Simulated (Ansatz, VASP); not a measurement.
**One calculation of GaAs, two programs**

```
Ga As
1.0
     0.00000    2.80140    2.80140
     2.80140    0.00000    2.80140
     2.80140    2.80140    0.00000
Ga As
1 1
Direct
  0.00000 0.00000 0.00000
  0.75000 0.75000 0.75000
```

Alike in both runs: functional LDA; k mesh 12 × 12 × 12; occupations gaussian, width 0.01 eV; no spin polarisation.

Ansatz relaxed the structure, and its values are those at the end. VASP's run is a single point on that final structure, the one shown.

|  | VASP | Ansatz |
| --- | --- | --- |
| version | VASP 6.6.1 | Ansatz 0.2.0 |
| potentials or method | VASP PAW LDA potentials, release 64 (Ga_d, As), cutoff 520 eV | scalar-relativistic, plane waves, PAW |
| valence electrons in the cell | 18 | 28 |

VASP gave:

* gap on the k mesh at the Fermi level (eV): 0.54
* least direct gap on the mesh (eV): 0.54
* pressure (GPa): 0.3

Question: What did Ansatz give for the same quantities?

Answer: gap on the k mesh at the Fermi level (eV): 0.49; least direct gap on the mesh (eV): 0.49; pressure (GPa): 0.0.

LDA's correlation is that of Perdew and Zunger in VASP and of Perdew and Wang (1992) in Ansatz. VASP's potentials hold 18 valence electrons a cell and Ansatz's 28, so a difference there can come from the potentials and not from the codes.
